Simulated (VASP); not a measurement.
# GaGe (F-43m) in VASP: notebook, part 2 of 2

VASP 6.6.1.

### 4 Single point, LDA (volume scaled by 1.04)

INCAR

```
  ALGO = Normal
  EDIFF = 1E-6
  ENCUT = 520
  GGA = CA
  ISIF = 2
  ISMEAR = -1
  LASPH = True
  LCHARG = False
  LREAL = False
  LWAVE = False
  NBANDS = 20
  NELM = 60
  PREC = Accurate
  SIGMA = 0.05
```

KPOINTS

```
k-points
0
Gamma
  8 8 8
```

POSCAR

```
GaGe
1.0
    0.0000000000      2.9359778994      2.9359778994
    2.9359778994      0.0000000000      2.9359778994
    2.9359778994      2.9359778994      0.0000000000
Ge Ga
1 1
Direct
    0.0000000000      0.0000000000      0.0000000000
    0.2500000000      0.2500000000      0.2500000000
```

On the command line:

```bash
cat potpaw_LDA.64/Ge_d/POTCAR potpaw_LDA.64/Ga_d/POTCAR > POTCAR
mpirun -np 1 vasp_std > vasp.out
```

Wall time 7.8 s (1 thread of Intel Xeon 6975P-C (Granite Rapids), shared host); peak memory 0.16 GiB.

The run converged. Its results:

```
Free energy : -8.3336 eV
Pressure    : -5.4 GPa
```

Levels at points of the mesh, in eV from the Fermi level:
| k point | band 12 | band 13 | band 14 | band 15 | band 16 | band 17 |
| --- | --- | --- | --- | --- | --- | --- |
| (0.00, 0.00, 0.00) | 1.53 | 1.61 | 1.61 | 1.61 | 4.26 | 4.26 |
| (0.50, 0.00, 0.00) | -5.28 | 0.36 | 0.36 | 1.79 | 5.24 | 5.24 |
| (0.50, 0.50, 0.00) | -5.75 | -1.19 | -1.19 | 2.26 | 2.34 | 10.55 |

Caveat: the cell differs from its parent crystal (volume scaled by 1.04).

### 5 Single point, PBEsol

This run uses another cell than the first one, of 23.21 Å³/atom, 0.954 times its volume.

INCAR

```
SYSTEM = GaGe
  PREC = Accurate
  ENCUT = 520
  EDIFF = 1E-7
  ISMEAR = -1
  SIGMA = 0.05
  LREAL = .False.
  LASPH = .True.
  NELM = 60
  ALGO = Normal
  ISIF = 2
  LWAVE = .False.
  LCHARG = .True.
  GGA = PS
  LELF = .True.
  LVHAR = .True.
  NBANDS = 20
```

KPOINTS

```
regular mesh
0
Gamma
  8 8 8
  0 0 0
```

POSCAR

```
GaGe
1.0
    0.0000000000      2.8525245979      2.8525245979
    2.8525245979      0.0000000000      2.8525245979
    2.8525245979      2.8525245979      0.0000000000
Ge Ga
1 1
Direct
    0.0000000000      0.0000000000      0.0000000000
    0.2500000000      0.2500000000      0.2500000000
```

Potentials or basis: VASP PAW PBE potentials, release 64 (Ge_d, Ga_d).

On the command line:

```bash
cat potpaw_PBE.64/Ge_d/POTCAR potpaw_PBE.64/Ga_d/POTCAR > POTCAR
mpirun -np 1 vasp_std > vasp.out
```

OUTCAR:

```text
SYSTEM = GaGe
   PREC = Accurate
   ENCUT = 520
   EDIFF = 1E-7
   ISMEAR = -1
   LREAL = .False.
   LASPH = .True.
   NELM = 60
   ISIF = 2
   GGA = PS

 ion  position               nearest neighbor table
   1  0.000  0.000  0.000-   2 2.47   2 2.47   2 2.47   2 2.47
   2  0.250  0.250  0.250-   1 2.47   1 2.47   1 2.47   1 2.47

  LATTYP: Found a face centered cubic cell.
 ALAT       =     5.7050491958

  Lattice vectors:

 A1 = (   0.0000000000,   2.8525245979,   2.8525245979)
 A2 = (   2.8525245979,   0.0000000000,   2.8525245979)
 A3 = (   2.8525245979,   2.8525245979,   0.0000000000)

Analysis of symmetry for initial positions (statically):
=====================================================================
 Subroutine PRICEL returns:
 Original cell was already a primitive cell.

 Routine SETGRP: Setting up the symmetry group for a
 face centered cubic supercell.

 Subroutine GETGRP returns: Found 24 space group operations
 (whereof 24 operations were pure point group operations)
 out of a pool of 48 trial point group operations.

The static configuration has the point symmetry T_d .

Analysis of symmetry for dynamics (positions and initial velocities):
=====================================================================
 Subroutine PRICEL returns:
 Original cell was already a primitive cell.

 Routine SETGRP: Setting up the symmetry group for a
 face centered cubic supercell.

 Subroutine GETGRP returns: Found 24 space group operations
 (whereof 24 operations were pure point group operations)
 out of a pool of 48 trial point group operations.

The dynamic configuration has the point symmetry T_d .

 Subroutine INISYM returns: Found 24 space group operations
 (whereof 24 operations are pure point group operations),
 and found     1 'primitive' translations

----------------------------------------------------------------------------------------

                                     Primitive cell

  volume of cell :      46.4214

  direct lattice vectors                    reciprocal lattice vectors
     0.000000000  2.852524598  2.852524598    -0.175283326  0.175283326  0.175283326
     2.852524598  0.000000000  2.852524598     0.175283326 -0.175283326  0.175283326
     2.852524598  2.852524598  0.000000000     0.175283326  0.175283326 -0.175283326

  length of vectors
     4.034078973  4.034078973  4.034078973     0.303599627  0.303599627  0.303599627

  position of ions in fractional coordinates (direct lattice)
     0.000000000  0.000000000  0.000000000
     0.250000000  0.250000000  0.250000000

  ion indices of the primitive-cell ions
   primitive index   ion index
                 1           1
                 2           2

----------------------------------------------------------------------------------------

 KPOINTS: regular mesh

Automatic generation of k-mesh.
 Grid dimensions read from file:
 generate k-points for:    8    8    8

 Generating k-lattice:

  Cartesian coordinates                     Fractional coordinates (reciprocal lattice)
    -0.021910416  0.021910416  0.021910416     0.125000000  0.000000000  0.000000000
     0.021910416 -0.021910416  0.021910416     0.000000000  0.125000000  0.000000000
     0.021910416  0.021910416 -0.021910416     0.000000000  0.000000000  0.125000000

  Length of vectors
     0.037949953  0.037949953  0.037949953

  Shift w.r.t. Gamma in fractional coordinates (k-lattice)
     0.000000000  0.000000000  0.000000000

 Subroutine IBZKPT returns following result:
 ===========================================

 Found     29 irreducible k-points:

 Following reciprocal coordinates:
            Coordinates               Weight
  0.000000  0.000000  0.000000      1.000000
  0.125000  0.000000  0.000000      8.000000
  0.250000  0.000000  0.000000      8.000000
  0.375000  0.000000  0.000000      8.000000
  0.500000  0.000000  0.000000      4.000000
  0.125000  0.125000  0.000000      6.000000
[... 16 lines left out ...]
  0.500000  0.250000  0.125000     48.000000
 -0.375000  0.250000  0.125000     24.000000
 [... further k-points ...]
   k-points           NKPTS =     29   k-points in BZ     NKDIM =     29   number of bands    NBANDS=     20
   number of dos      NEDOS =    301   number of ions     NIONS =      2
   total plane-waves  NPLWV =  27000
   dimension x,y,z NGX =    30 NGY =   30 NGZ =   30
   dimension x,y,z NGXF=    60 NGYF=   60 NGZF=   60
   ions per type =               1   1
   NGX,Y,Z   is equivalent  to a cutoff of  12.36, 12.36, 12.36 a.u.
   NGXF,Y,Z  is equivalent  to a cutoff of  24.73, 24.73, 24.73 a.u.
 SYSTEM =  GaGe
   PREC   = accura    normal or accurate (medium, high low for compatibility)
   ISTART =      0    job   : 0-new  1-cont  2-samecut
   ICHARG =      2    charge: 1-file 2-atom 10-const
   ISPIN  =      1    spin polarized calculation?
   LNONCOLLINEAR =      F non collinear calculations
   LSORBIT =      F    spin-orbit coupling
   LASPH  =      T    aspherical Exc in radial PAW
   ENCUT  =  520.0 eV  38.22 Ry    6.18 a.u.   7.50  7.50  7.50*2*pi/ulx,y,z
   NELM   =     60;   NELMIN=  2; NELMDL= -5     # of ELM steps
   EDIFF  = 0.1E-06   stopping-criterion for ELM
   LREAL  =      F    real-space projection
   EDIFFG = 0.1E-05   stopping-criterion for IOM
   NSW    =      0    number of steps for IOM
   IBRION =     -1    ionic relax: 0-MD 1-quasi-New 2-CG
   NFREE  =      0    steps in history (QN), initial steepest desc. (CG)
   ISIF   =      2    stress and relaxation
   ISYM   =      2    0-nonsym 1-usesym 2-fastsym
   POTIM  = 0.5000    time-step for ionic-motion
   TEBEG  =    0.0;   TEEND  =   0.0 temperature during run
   PSTRESS=    0.0 pullay stress
   NELECT =      27.0000    total number of electrons
   NUPDOWN=      -1.0000    fix difference up-down
   EMIN   =  10.00;   EMAX   =-10.00  energy-range for DOS
   EFERMI =   0.00;   METHOD = LEGACY
   ISMEAR =    -1;   SIGMA  =   0.05  broadening in eV -4-tet -1-fermi 0-gaus
   EFERMI_NEDOS =   21; number of points for ismear=-14 and -15
   IALGO  =     38    algorithm
   IMIX   =      4    mixing-type and parameters
     AMIX     =   0.40;   BMIX     =  1.00
     AMIX_MAG =   1.60;   BMIX_MAG =  1.00
  volume/ion in A,a.u.               =      23.21       156.63
  Fermi-wavevector in a.u.,A,eV,Ry     =   1.366543  2.582392 25.408067  1.867440
  Thomas-Fermi vector in A             =   2.492675
   LORBIT       =      0    0 simple, 1 ext, 2 COOP (PROOUT), +10 PAW based schemes
   GGA     = PS    functional components
   LHFCALC =     F    Hartree Fock is set to
   AEXX    =    0.0000 exact exchange contribution
   IVDW    =     0    specifies the selected vdW correction
   LEPSILON=     F    determine dielectric tensor
   LRPA    =     F    only Hartree local field effects (RPA)
 non-spin polarized calculation
  energy-cutoff  :      520.00
  volume of cell :       46.42
 maximum number of plane-waves:      1283
 NGX is ok and might be reduce to    30
   NGX = 15   NGY = 15   NGZ = 15

 number of electron      26.9999985 magnetization

 Free energy of the ion-electron system (eV)
  ---------------------------------------------------
  ext. energy  EPLUGINS =         0.00000000
  ---------------------------------------------------
  free energy    TOTEN  =        -7.91723925 eV

  energy without entropy =       -7.90887416  energy(sigma->0) =       -7.91305671

 E-fermi :   3.2721     XC(G=0):  -9.9576

 val. band max:        3.0599438977   @ k =   0.1250   0.1250   0.0000
 cond. band min:       3.3036608712   @ k =  -0.1250   0.1250   0.0000
 fundamental gap:      0.2437169735
 Fermi energy:         3.2720788892

 k-point     1 :       0.0000    0.0000    0.0000
  band No.  band energies     occupation
      1     -20.6008      2.00000
      2     -20.6008      2.00000
      3     -20.6008      2.00000
      4     -20.5779      2.00000
      5     -20.5779      2.00000
      6     -11.0534      2.00000
[... 12 lines left out ...]
     19      11.0364      0.00000
     20      14.2631      0.00000

 k-point     2 :       0.1250    0.0000    0.0000
  band No.  band energies     occupation
      1     -20.6008      2.00000
      2     -20.6004      2.00000
      3     -20.6004      2.00000
      4     -20.5778      2.00000
      5     -20.5778      2.00000
      6     -11.0583      2.00000
[... 498 lines left out ...]
 k-point    24 :      -0.3750    0.2500    0.1250
  band No.  band energies     occupation
      1     -20.6003      2.00000
      2     -20.5985      2.00000
      3     -20.5962      2.00000
      4     -20.5777      2.00000
      5     -20.5761      2.00000
      6     -11.0920      2.00000
[... 12 lines left out ...]
     19      12.5209      0.00000
     20      15.3529      0.00000

 [... further k-points ...]
[... 5 lines left out ...]
  --------------------------------------------------------------------------------------
  -------------------------------------------------------------------------------------
  Total       -0.0089479     -0.0089479     -0.0089479      0.0000000      0.0000000     -0.0000000
  in kB       -0.3088264     -0.3088264     -0.3088264      0.0000000      0.0000000     -0.0000000
  external PRESSURE =      -0.3088264 kB  Pullay stress =       0.0000000 kB

 VOLUME and BASIS-vectors are now :
 -----------------------------------------------------------------------------
  energy-cutoff  :      520.00
  volume of cell :       46.42
      direct lattice vectors                 reciprocal lattice vectors
     0.000000000  2.852524598  2.852524598    -0.175283326  0.175283326  0.175283326
     2.852524598  0.000000000  2.852524598     0.175283326 -0.175283326  0.175283326
     2.852524598  2.852524598  0.000000000     0.175283326  0.175283326 -0.175283326

 POSITION                                       TOTAL-FORCE (eV/Angst)
 -----------------------------------------------------------------------------------
      0.00000      0.00000      0.00000         0.000000      0.000000      0.000000
      1.42626      1.42626      1.42626        -0.000000     -0.000000     -0.000000
 -----------------------------------------------------------------------------------
    total drift:                                0.000001      0.000001      0.000001

  FREE ENERGIE OF THE ION-ELECTRON SYSTEM (eV)
  ---------------------------------------------------
  free  energy   TOTEN  =        -7.9172392480 eV

  energy  without entropy=       -7.9088741640  energy(sigma->0) =       -7.91305671
```

OSZICAR:

```text
N       E                     dE             d eps       ncg     rms          rms(c)
DAV:   1     0.160799523082E+03    0.16080E+03   -0.13770E+04  1216   0.305E+03
DAV:   2     0.151565569004E+02   -0.14564E+03   -0.14236E+03  1172   0.517E+02
DAV:   3    -0.732408607294E+01   -0.22481E+02   -0.22391E+02  1332   0.136E+02
DAV:   4    -0.799329985215E+01   -0.66921E+00   -0.66889E+00  1296   0.253E+01
DAV:   5    -0.800480167458E+01   -0.11502E-01   -0.11501E-01  1336   0.366E+00    0.235E+00
DAV:   6    -0.793655947228E+01    0.68242E-01   -0.10384E-01  1376   0.521E+00    0.129E+00
DAV:   7    -0.791786589527E+01    0.18694E-01   -0.31597E-02  1624   0.227E+00    0.269E-01
DAV:   8    -0.791714568778E+01    0.72021E-03   -0.58489E-03  1252   0.884E-01    0.591E-02
DAV:   9    -0.791722540190E+01   -0.79714E-04   -0.32101E-04  1312   0.238E-01    0.244E-02
DAV:  10    -0.791723790378E+01   -0.12502E-04   -0.39190E-05  1372   0.615E-02    0.619E-03
DAV:  11    -0.791723918643E+01   -0.12826E-05   -0.41765E-06  1352   0.242E-02    0.155E-03
DAV:  12    -0.791723924804E+01   -0.61616E-07   -0.46383E-07  1476   0.906E-03
   1 F= -.79172392E+01 E0= -.79130567E+01  d E =-.836508E-02
```

Run time: 26 s. Hardware: 1 thread of Intel Xeon 6975P-C, shared host; peak memory 0.18 GiB.

Results:

```yaml
Free_energy: -7.9172 eV
Pressure: 0.0 GPa
```

Caveat: the PAW data sets were made with another functional, which shifts forces and pressure a little.

### 6 Overview

| level | potentials or basis | cell | gap on the mesh (eV) | pressure (GPa) |
| --- | --- | --- | --- | --- |
| LDA | VASP PAW LDA potentials, release 64 (Ge_d, Ga_d) | a = 4.098 Å, angles 60.0°, 2 atoms | none | -4.0 |
| LDA | VASP PAW LDA potentials, release 64 (Ge_d, Ga_d) | a = 4.125 Å, angles 60.0°, 2 atoms | none | -4.8 |
| LDA | VASP PAW LDA potentials, release 64 (Ge_d, Ga_d) | a = 4.152 Å, angles 60.0°, 2 atoms | none | -5.4 |
| PBEsol | VASP PAW PBE potentials, release 64 (Ge_d, Ga_d) | a = 4.034 Å, angles 60.0°, 2 atoms | none | 0.0 |

Alike in all rows: task single point; no spin polarisation; k mesh 8 × 8 × 8; cutoff (eV) 520; smearing fermi-dirac 0.05 eV.

Caveats: the PAW data sets were made with another functional, which shifts forces and pressure a little (some runs).

Absolute energies hang on the potentials; compare differences alone.
